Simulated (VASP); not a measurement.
Input of a VASP 6.6.1 run:

File INCAR:

```
SYSTEM = AlN
PREC = Accurate
ENCUT = 520
EDIFF = 1E-7
ISMEAR = -1
SIGMA = 0.02
LREAL = .FALSE.
LASPH = .TRUE.
NELM = 80
ALGO = Normal
ISIF = 2
LWAVE = .FALSE.
LCHARG = .TRUE.
GGA = PE
LELF = .TRUE.
LVHAR = .TRUE.
NBANDS = 11
```

KPOINTS

```
Automatic mesh
0
G
  10 10 10
  0 0 0
```

File POSCAR:

```
AlN
1.0
    0.0000000000      2.2978345998      2.2978345998
    2.2978345998      0.0000000000      2.2978345998
    2.2978345998      2.2978345998      0.0000000000
Al N
1 1
Direct
    0.0000000000      0.0000000000      0.0000000000
    0.7500000000      0.7500000000      0.7500000000
```

Potentials or basis: VASP PAW PBE potentials, release 64 (Al, N).

The run is started by

```sh
$ cat potpaw_PBE.64/Al/POTCAR potpaw_PBE.64/N/POTCAR > POTCAR
$ mpirun -np 1 vasp_std > vasp.out
```

**Question.** Estimate the band gap on the k mesh.

**Answer.** 2.91 eV, direct.

**Question.** Predict the pressure.

**Answer.** -19.4 GPa.

Caveat: the cell differs from its parent crystal (strain +5.2%). A k mesh can miss the band edges.
